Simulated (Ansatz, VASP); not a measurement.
Ge in VASP and in Ansatz

File POSCAR:

```
Ge
1.0
    1.3272915500     -2.4704902000      0.0000000000
    1.3272915500      2.4704902000      0.0000000000
    0.0000000000      0.0000000000      2.6982310000
Ge
1
Direct
    0.5000000000      0.5000000000      0.0000000000
```

Contents of INCAR.step1:

```
SYSTEM = Ge
ALGO = Normal
EDIFF = 1E-5
ENCUT = 550
GGA = PE
GGA_COMPAT = .FALSE.
ISMEAR = 0
LASPH = .TRUE.
LCHARG = .FALSE.
LREAL = .FALSE.
LWAVE = .TRUE.
NBANDS = 13
NELM = 120
PREC = Accurate
SIGMA = 0.15
```

Contents of INCAR.step2:

```
SYSTEM = Ge
ALGO = Normal
EDIFF = 1E-6
ENCUT = 550
GGA_COMPAT = .FALSE.
ISIF = 2
ISMEAR = 0
ISTART = 1
LASPH = .TRUE.
LCHARG = .FALSE.
LMIXTAU = .TRUE.
LREAL = .FALSE.
LWAVE = .FALSE.
METAGGA = R2SCAN
NBANDS = 13
NELM = 120
PREC = Accurate
SIGMA = 0.15
```

Contents of KPOINTS:

```
k-points
0
G
  20 20 18
  0 0 0
```

Input for Ansatz:

```yaml
crystal:
  lattice:
    - [1.32729155, -2.4704902, 0.0]
    - [1.32729155, 2.4704902, 0.0]
    - [0.0, 0.0, 2.698231]
  atoms:
    - { symbol: Ge, position: [0.5, 0.5, 0.0] }
basis:
  ecutwfc: 500
kpoints:
  mp_grid: { grid: [20, 20, 18] }
hamiltonian:
  xc: r2scan
scf:
  occupations: { method: gaussian, width: 0.15 }
output:
  forces: true
  stress: true
  eigenvalues: true
```

Change from the starting cell: strain -0.050 along x and y, +0.000 along z, atoms carried along.

Alike in both runs: task single point; functional r2SCAN; k mesh 20 × 20 × 18; occupations gaussian, width 0.15 eV; no spin polarisation.

```csv
,VASP,Ansatz
version,VASP 6.6.1,Ansatz 0.2.0
potentials or method,"VASP PAW PBE potentials, release 64 (Ge_d), cutoff 550 eV","scalar-relativistic, plane waves, PAW"
valence electrons in the cell,14,14
```

Ansatz gave:

- gap on the k mesh at the Fermi level (eV): none
- pressure (GPa): 5.3
- traceless stress, the component that is largest in VASP (GPa): -7.70

Question: Which values does VASP return?

Answer: gap on the k mesh at the Fermi level (eV): none; pressure (GPa): 5.2; traceless stress, the component that is largest in VASP (GPa): -7.66.

VASP's potentials were made for PBE, not for r2SCAN. A gap of «none» marks a metal or a gap that the smearing closes.
